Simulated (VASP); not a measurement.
# Ge (Cmmm) in VASP: further runs

Ge is run at these levels: PBEsol; tasks: single point.

All numbers are computed with VASP 6.6.1; they aren't measurements. Logs are shortened: lines on timing, memory, paths and dates and some standing lists are left out, and cuts for length are marked.

### Step 1. The cell of the first run

It takes space group Cmmm (No. 65, orthorhombic). Conventional cell: a = 2.794 Å, b = 5.227 Å, c = 2.698 Å, α = 90.00°, β = 90.00°, γ = 90.00°. Ge (site symmetry mmm) has 8 Ge at 2.70 to 2.96 Å within 3.6 Å.

### Step 2. Single point, PBEsol (strain +0.0050 x Voigt [0, 1, 0, 0, 0, 0])

File INCAR:

```
  ALGO = Normal
  EDIFF = 1E-6
  ENCUT = 520
  GGA = PS
  ISIF = 2
  ISMEAR = 0
  LASPH = True
  LCHARG = False
  LREAL = False
  LWAVE = False
  NBANDS = 13
  NELM = 100
  PREC = Accurate
  SIGMA = 0.15
```

File KPOINTS:

```
k-points
0
Gamma
  20 20 18
```

File POSCAR:

```
Ge
1.0
    1.3971490000     -2.6135185800      0.0000000000
    1.3971490000      2.6135185800      0.0000000000
    0.0000000000      0.0000000000      2.6982310000
Ge
1
Direct
    0.5000000000      0.5000000000      0.0000000000
```

Potentials or basis: VASP PAW PBE potentials, release 64 (Ge_d).

Launch:

```bash
> cat potpaw_PBE.64/Ge_d/POTCAR > POTCAR
> mpirun -np 1 vasp_std > vasp.out
```

OUTCAR:

```text
EDIFF = 1E-6
   ENCUT = 520
   GGA = PS
   ISIF = 2
   ISMEAR = 0
   LASPH = True
   LREAL = False
   NELM = 100
   PREC = Accurate

 ion  position               nearest neighbor table
   1  0.500  0.500  0.000-

  LATTYP: Found a base centered orthorhombic cell.
 ALAT       =     2.7942980000
 B/A-ratio  =     1.8706083460
 C/A-ratio  =     0.9656203454

  Lattice vectors:

 A1 = (   1.3971490000,  -2.6135185800,   0.0000000000)
 A2 = (   1.3971490000,   2.6135185800,   0.0000000000)
 A3 = (   0.0000000000,   0.0000000000,   2.6982310000)

Analysis of symmetry for initial positions (statically):
=====================================================================
 Subroutine PRICEL returns:
 Original cell was already a primitive cell.

 Routine SETGRP: Setting up the symmetry group for a
 base centered orthorhombic supercell.

 Subroutine GETGRP returns: Found  8 space group operations
 (whereof  8 operations were pure point group operations)
 out of a pool of  8 trial point group operations.

The static configuration has the point symmetry D_2h.

Analysis of symmetry for dynamics (positions and initial velocities):
=====================================================================
 Subroutine PRICEL returns:
 Original cell was already a primitive cell.

 Routine SETGRP: Setting up the symmetry group for a
 base centered orthorhombic supercell.

 Subroutine GETGRP returns: Found  8 space group operations
 (whereof  8 operations were pure point group operations)
 out of a pool of  8 trial point group operations.

The dynamic configuration has the point symmetry D_2h.

 Subroutine INISYM returns: Found  8 space group operations
 (whereof  8 operations are pure point group operations),
 and found     1 'primitive' translations

----------------------------------------------------------------------------------------

                                     Primitive cell

  volume of cell :      19.7050

  direct lattice vectors                    reciprocal lattice vectors
     1.397149000 -2.613518580  0.000000000     0.357871637 -0.191312969  0.000000000
     1.397149000  2.613518580  0.000000000     0.357871637  0.191312969  0.000000000
     0.000000000  0.000000000  2.698231000     0.000000000  0.000000000  0.370613191

  length of vectors
     2.963529095  2.963529095  2.698231000     0.405798917  0.405798917  0.370613191

  position of ions in fractional coordinates (direct lattice)
     0.500000000  0.500000000  0.000000000

  ion indices of the primitive-cell ions
   primitive index   ion index
                 1           1

----------------------------------------------------------------------------------------

 KPOINTS: k-points

Automatic generation of k-mesh.
 Grid dimensions read from file:
 generate k-points for:   20   20   18

 Generating k-lattice:

  Cartesian coordinates                     Fractional coordinates (reciprocal lattice)
     0.017893582 -0.009565648  0.000000000     0.050000000  0.000000000  0.000000000
     0.017893582  0.009565648  0.000000000     0.000000000  0.050000000  0.000000000
     0.000000000  0.000000000  0.020589622     0.000000000  0.000000000  0.055555556

  Length of vectors
     0.020289946  0.020289946  0.020589622

  Shift w.r.t. Gamma in fractional coordinates (k-lattice)
     0.000000000  0.000000000  0.000000000

 Subroutine IBZKPT returns following result:
 ===========================================

 Found   1110 irreducible k-points:

 Following reciprocal coordinates:
            Coordinates               Weight
  0.000000  0.000000  0.000000      1.000000
  0.050000  0.000000  0.000000      4.000000
  0.100000  0.000000  0.000000      4.000000
  0.150000  0.000000  0.000000      4.000000
  0.200000  0.000000  0.000000      4.000000
  0.250000  0.000000  0.000000      4.000000
[... 16 lines left out ...]
 -0.400000  0.050000  0.000000      4.000000
 -0.350000  0.050000  0.000000      4.000000
 [... further k-points ...]
   k-points           NKPTS =   1110   k-points in BZ     NKDIM =   1110   number of bands    NBANDS=     13
   number of dos      NEDOS =    301   number of ions     NIONS =      1
   total plane-waves  NPLWV =  11520
   dimension x,y,z NGX =    24 NGY =   24 NGZ =   20
   dimension x,y,z NGXF=    48 NGYF=   48 NGZF=   40
   ions per type =               1
   NGX,Y,Z   is equivalent  to a cutoff of  13.46, 13.46, 12.32 a.u.
   NGXF,Y,Z  is equivalent  to a cutoff of  26.93, 26.93, 24.65 a.u.
 SYSTEM =  unknown system
   PREC   = accura    normal or accurate (medium, high low for compatibility)
   ISTART =      0    job   : 0-new  1-cont  2-samecut
   ICHARG =      2    charge: 1-file 2-atom 10-const
   ISPIN  =      1    spin polarized calculation?
   LNONCOLLINEAR =      F non collinear calculations
   LSORBIT =      F    spin-orbit coupling
   LASPH  =      T    aspherical Exc in radial PAW
   ENCUT  =  520.0 eV  38.22 Ry    6.18 a.u.   5.51  5.51  5.02*2*pi/ulx,y,z
   NELM   =    100;   NELMIN=  2; NELMDL= -5     # of ELM steps
   EDIFF  = 0.1E-05   stopping-criterion for ELM
   LREAL  =      F    real-space projection
   EDIFFG = 0.1E-04   stopping-criterion for IOM
   NSW    =      0    number of steps for IOM
   IBRION =     -1    ionic relax: 0-MD 1-quasi-New 2-CG
   NFREE  =      0    steps in history (QN), initial steepest desc. (CG)
   ISIF   =      2    stress and relaxation
   ISYM   =      2    0-nonsym 1-usesym 2-fastsym
   POTIM  = 0.5000    time-step for ionic-motion
   TEBEG  =    0.0;   TEEND  =   0.0 temperature during run
   PSTRESS=    0.0 pullay stress
   NELECT =      14.0000    total number of electrons
   NUPDOWN=      -1.0000    fix difference up-down
   EMIN   =  10.00;   EMAX   =-10.00  energy-range for DOS
   EFERMI =   0.00;   METHOD = LEGACY
   ISMEAR =     0;   SIGMA  =   0.15  broadening in eV -4-tet -1-fermi 0-gaus
   EFERMI_NEDOS =   21; number of points for ismear=-14 and -15
   IALGO  =     38    algorithm
   IMIX   =      4    mixing-type and parameters
     AMIX     =   0.40;   BMIX     =  1.00
     AMIX_MAG =   1.60;   BMIX_MAG =  1.00
  volume/ion in A,a.u.               =      19.71       132.98
  Fermi-wavevector in a.u.,A,eV,Ry     =   1.460803  2.760518 29.034096  2.133946
  Thomas-Fermi vector in A             =   2.577210
   LORBIT       =      0    0 simple, 1 ext, 2 COOP (PROOUT), +10 PAW based schemes
   GGA     = PS    functional components
   LHFCALC =     F    Hartree Fock is set to
   AEXX    =    0.0000 exact exchange contribution
   IVDW    =     0    specifies the selected vdW correction
   LEPSILON=     F    determine dielectric tensor
   LRPA    =     F    only Hartree local field effects (RPA)
 non-spin polarized calculation
 Gauss-broadening in eV      SIGMA  =   0.15
  energy-cutoff  :      520.00
  volume of cell :       19.71
 maximum number of plane-waves:       546
 NGX is ok and might be reduce to    24
   NGX = 11   NGY = 11   NGZ = 11

 number of electron      14.0000005 magnetization

 Free energy of the ion-electron system (eV)
  ---------------------------------------------------
  ext. energy  EPLUGINS =         0.00000000
  ---------------------------------------------------
  free energy    TOTEN  =        -4.73193149 eV

  energy without entropy =       -4.72721078  energy(sigma->0) =       -4.72957113

 E-fermi :   6.0385     XC(G=0): -11.1625

 val. band max:        6.0381682121   @ k =   0.4500   0.2000   0.2222
 cond. band min:       6.0397390261   @ k =   0.5000   0.1000   0.3889
 fundamental gap:      0.0015708139
 Fermi energy:         6.0385089006

 k-point     1 :       0.0000    0.0000    0.0000
  band No.  band energies     occupation
      1     -18.6372      2.00000
      2     -18.5750      2.00000
      3     -18.5216      2.00000
      4     -18.4237      2.00000
      5     -18.4049      2.00000
      6      -6.8076      2.00000
      7      12.7076      0.00000
      8      13.0153      0.00000
      9      14.6232      0.00000
     10      16.2130      0.00000
     11      18.3461      0.00000
     12      20.8104      0.00000
     13      21.0385      0.00000

 k-point     2 :       0.0500    0.0000    0.0000
  band No.  band energies     occupation
      1     -18.6354      2.00000
      2     -18.5723      2.00000
      3     -18.5221      2.00000
      4     -18.4240      2.00000
      5     -18.4062      2.00000
      6      -6.7471      2.00000
      7      12.7665      0.00000
      8      12.7710      0.00000
      9      13.9950      0.00000
     10      16.4245      0.00000
     11      18.4598      0.00000
     12      19.8221      0.00000
     13      21.2634      0.00000

 k-point     3 :       0.1000    0.0000    0.0000
  band No.  band energies     occupation
      1     -18.6303      2.00000
      2     -18.5647      2.00000
      3     -18.5229      2.00000
      4     -18.4251      2.00000
      5     -18.4097      2.00000
      6      -6.5656      2.00000
      7      11.9938      0.00000
      8      12.8532      0.00000
      9      12.9422      0.00000
     10      16.6823      0.00000
     11      18.0086      0.00000
     12      19.7956      0.00000
     13      22.3647      0.00000

 k-point     4 :       0.1500    0.0000    0.0000
  band No.  band energies     occupation
      1     -18.6232      2.00000
      2     -18.5545      2.00000
      3     -18.5216      2.00000
      4     -18.4272      2.00000
      5     -18.4148      2.00000
      6      -6.2634      2.00000
      7      10.5451      0.00000
      8      12.0102      0.00000
      9      13.2313      0.00000
     10      16.4703      0.00000
     11      17.6032      0.00000
     12      20.7660      0.00000
     13      23.7906      0.00000

 k-point     5 :       0.2000    0.0000    0.0000
  band No.  band energies     occupation
      1     -18.6159      2.00000
      2     -18.5472      2.00000
      3     -18.5131      2.00000
      4     -18.4307      2.00000
      5     -18.4204      2.00000
      6      -5.8410      2.00000
      7       8.8442      0.00000
      8      11.3488      0.00000
      9      13.6273      0.00000
     10      15.7414      0.00000
     11      17.8799      0.00000
     12      22.0412      0.00000
     13      25.3568      0.00000

 k-point     6 :       0.2500    0.0000    0.0000
  band No.  band energies     occupation
      1     -18.6102      2.00000
      2     -18.5442      2.00000
      3     -18.4961      2.00000
      4     -18.4365      2.00000
      5     -18.4247      2.00000
      6      -5.3001      2.00000
      7       7.1287      0.00000
      8      10.7742      0.00000
      9      14.1195      0.00000
     10      15.0346      0.00000
     11      18.3669      0.00000
     12      23.4797      0.00000
     13      26.8667      0.00000

 k-point     7 :       0.3000    0.0000    0.0000
  band No.  band energies     occupation
      1     -18.6075      2.00000
      2     -18.5418      2.00000
      3     -18.4758      2.00000
      4     -18.4436      2.00000
      5     -18.4275      2.00000
      6      -4.6448      2.00000
      7       5.4724      2.00000
      8      10.2886      0.00000
      9      14.4481      0.00000
     10      14.6891      0.00000
     11      18.9766      0.00000
     12      24.9417      0.00000
     13      26.4709      0.00000
[... 193 lines left out ...]
 k-point    20 :       0.4500    0.0500    0.0000
  band No.  band energies     occupation
      1     -18.6090      2.00000
      2     -18.5311      2.00000
      3     -18.4608      2.00000
      4     -18.4327      2.00000
      5     -18.4286      2.00000
      6      -1.8358      2.00000
      7       0.9181      2.00000
      8       8.8830      0.00000
      9      14.0289      0.00000
     10      16.5421      0.00000
     11      22.0789      0.00000
     12      22.9563      0.00000
     13      23.0167      0.00000

 k-point    21 :       0.5000    0.0500    0.0000
  band No.  band energies     occupation
      1     -18.6089      2.00000
      2     -18.5303      2.00000
      3     -18.4603      2.00000
      4     -18.4327      2.00000
      5     -18.4305      2.00000
      6      -1.9008      2.00000
      7       1.0024      2.00000
      8       8.7945      0.00000
      9      14.1260      0.00000
     10      16.5153      0.00000
     11      21.9472      0.00000
     12      22.9982      0.00000
     13      23.1822      0.00000

 k-point    22 :      -0.4500    0.0500    0.0000
  band No.  band energies     occupation
      1     -18.6077      2.00000
      2     -18.5319      2.00000
      3     -18.4574      2.00000
      4     -18.4389      2.00000
      5     -18.4320      2.00000
      6      -2.6374      2.00000
      7       1.9896      2.00000
      8       8.8302      0.00000
      9      14.3430      0.00000
     10      16.1519      0.00000
     11      20.9708      0.00000
     12      23.5938      0.00000
     13      24.3527      0.00000

 k-point    23 :      -0.4000    0.0500    0.0000
  band No.  band energies     occupation
      1     -18.6062      2.00000
      2     -18.5354      2.00000
      3     -18.4526      2.00000
      4     -18.4525      2.00000
      5     -18.4306      2.00000
      6      -3.4886      2.00000
      7       3.3187      2.00000
      8       8.9911      0.00000
      9      14.6784      0.00000
     10      15.5962      0.00000
     11      20.0966      0.00000
     12      24.5959      0.00000
     13      25.5184      0.00000

 k-point    24 :      -0.3500    0.0500    0.0000
  band No.  band energies     occupation
      1     -18.6055      2.00000
      2     -18.5403      2.00000
      3     -18.4694      2.00000
      4     -18.4466      2.00000
      5     -18.4283      2.00000
      6      -4.2863      2.00000
      7       4.8121      2.00000
      8       9.2790      0.00000
      9      14.9824      0.00000
     10      15.1290      0.00000
     11      19.3322      0.00000
     12      25.8634      0.00000
     13      26.3232      0.00000

 [... further k-points ...]
[... 5 lines left out ...]
  --------------------------------------------------------------------------------------
  -------------------------------------------------------------------------------------
  Total       -0.4575010     -0.6726679     -0.5185451      0.0000000      0.0000000      0.0000000
  in kB      -37.1984784    -54.6932655    -42.1618524      0.0000000      0.0000000      0.0000000
  external PRESSURE =     -44.6845321 kB  Pullay stress =       0.0000000 kB

 VOLUME and BASIS-vectors are now :
 -----------------------------------------------------------------------------
  energy-cutoff  :      520.00
  volume of cell :       19.71
      direct lattice vectors                 reciprocal lattice vectors
     1.397149000 -2.613518580  0.000000000     0.357871637 -0.191312969  0.000000000
     1.397149000  2.613518580  0.000000000     0.357871637  0.191312969  0.000000000
     0.000000000  0.000000000  2.698231000     0.000000000  0.000000000  0.370613191

 POSITION                                       TOTAL-FORCE (eV/Angst)
 -----------------------------------------------------------------------------------
      1.39715      0.00000      0.00000         0.000000     -0.000000      0.000000
 -----------------------------------------------------------------------------------
    total drift:                               -0.000000     -0.000000     -0.000000

  FREE ENERGIE OF THE ION-ELECTRON SYSTEM (eV)
  ---------------------------------------------------
  free  energy   TOTEN  =        -4.7319314913 eV

  energy  without entropy=       -4.7272107764  energy(sigma->0) =       -4.72957113
```

Run time: 48 s. Hardware: 1 thread of Intel Xeon 6975P-C (Granite Rapids), shared host; peak memory 0.35 GiB.

Results:

| Property | Result |
| --- | --- |
| Free energy | -4.7319 eV |
| Pressure | -4.5 GPa |
| Band gap on the k mesh | zero (bands 7 and 8 overlap by 9.60 eV) |

Levels at points of the mesh, in eV from the Fermi level:
| k point | band 4 | band 5 | band 6 | band 7 | band 8 | band 9 | band 10 | band 11 |
| --- | --- | --- | --- | --- | --- | --- | --- | --- |
| (0.00, 0.00, 0.00) | -24.46 | -24.44 | -12.85 | 6.67 | 6.98 | 8.58 | 10.17 | 12.31 |
| (0.50, 0.00, 0.00) | -24.47 | -24.47 | -7.81 | -5.28 | 3.35 | 7.37 | 10.51 | 16.42 |
| (0.50, 0.50, 0.00) | -24.48 | -24.45 | -8.72 | -5.51 | 5.23 | 9.16 | 9.81 | 15.70 |
| (0.00, 0.00, 0.50) | -24.51 | -24.48 | -9.06 | -5.69 | 9.80 | 11.41 | 15.89 | 15.93 |
| (0.50, 0.00, 0.50) | -24.47 | -24.37 | -3.65 | -2.21 | -1.61 | 3.62 | 6.23 | 11.54 |
| (0.50, 0.50, 0.50) | -24.47 | -24.39 | -4.67 | -2.37 | -2.30 | 3.21 | 8.12 | 13.46 |

Caveat: the cell differs from its parent crystal (strain +0.0050 x Voigt [0, 1, 0, 0, 0, 0]); the cell stands under tension; the PAW data sets were made with another functional, which shifts forces and pressure a little.

### Step 3. Single point, PBEsol (strain +0.0100 x Voigt [0, 1, 0, 0, 0, 0])

File INCAR:

```
SYSTEM = Ge
PREC     = Accurate       ! precision mode
ENCUT    = 520            ! plane-wave cutoff, eV
EDIFF    = 1E-7           ! SCF threshold, eV
ISMEAR   = 0              ! smearing method
SIGMA    = 0.15           ! smearing width, eV
LREAL    = .False.        ! projectors in reciprocal space
LASPH    = .True.         ! aspherical terms in the spheres
NELM     = 100            ! most SCF steps
ALGO     = Normal         ! electronic algorithm
ISIF     = 2              ! what is computed and relaxed
LWAVE    = .False.        ! write WAVECAR
LCHARG   = .False.        ! write CHGCAR
GGA      = PS             ! functional
NBANDS   = 13             ! bands
```

File KPOINTS:

```
regular mesh
0
Gamma
  20 20 18
  0 0 0
```

File POSCAR:

```
Ge
1.0
    1.3971490000     -2.6265211600      0.0000000000
    1.3971490000      2.6265211600      0.0000000000
    0.0000000000      0.0000000000      2.6982310000
Ge
1
Direct
    0.5000000000      0.5000000000      0.0000000000
```

Potentials or basis: VASP PAW PBE potentials, release 64 (Ge_d).

Launch:

```bash
> cat potpaw_PBE.64/Ge_d/POTCAR > POTCAR
> mpirun -np 1 vasp_std > vasp.out
```

It took 51 s on 1 thread of Intel Xeon 6975P-C (Granite Rapids), shared host; peak memory 0.35 GiB.

It converged, with:

| Property | Result |
| --- | --- |
| Free energy | -4.7286 eV |
| Pressure | -4.7 GPa |
| Band gap on the k mesh | zero (bands 7 and 8 overlap by 9.56 eV) |

Stress tensor (GPa, compression positive):
```
-4.03  0.00  0.00
 0.00 -5.93  0.00
 0.00  0.00 -4.25
```

Levels at points of the mesh, in eV from the Fermi level:
```csv
k point,band 3,band 4,band 5,band 6,band 7,band 8,band 9,band 10,band 11,band 12
"(0.00, 0.00, 0.00)",-24.55,-24.46,-24.44,-12.80,6.71,6.85,8.56,10.19,12.17,14.73
"(0.50, 0.00, 0.00)",-24.49,-24.47,-24.46,-7.79,-5.25,3.29,7.31,10.53,16.45,16.54
"(0.50, 0.50, 0.00)",-24.50,-24.47,-24.45,-8.76,-5.48,5.28,9.20,9.78,15.66,16.12
"(0.00, 0.00, 0.50)",-24.53,-24.50,-24.47,-9.02,-5.65,9.68,11.38,15.75,15.82,16.95
"(0.50, 0.00, 0.50)",-24.54,-24.46,-24.37,-3.63,-2.17,-1.60,3.64,6.17,11.47,12.97
"(0.50, 0.50, 0.50)",-24.52,-24.47,-24.39,-4.71,-2.33,-2.32,3.21,8.16,13.51,14.84
```

Caveat: the cell differs from its parent crystal (strain +0.0100 x Voigt [0, 1, 0, 0, 0, 0]); the cell stands under tension; the PAW data sets were made with another functional, which shifts forces and pressure a little.

(Continued in part 2 of 2.)
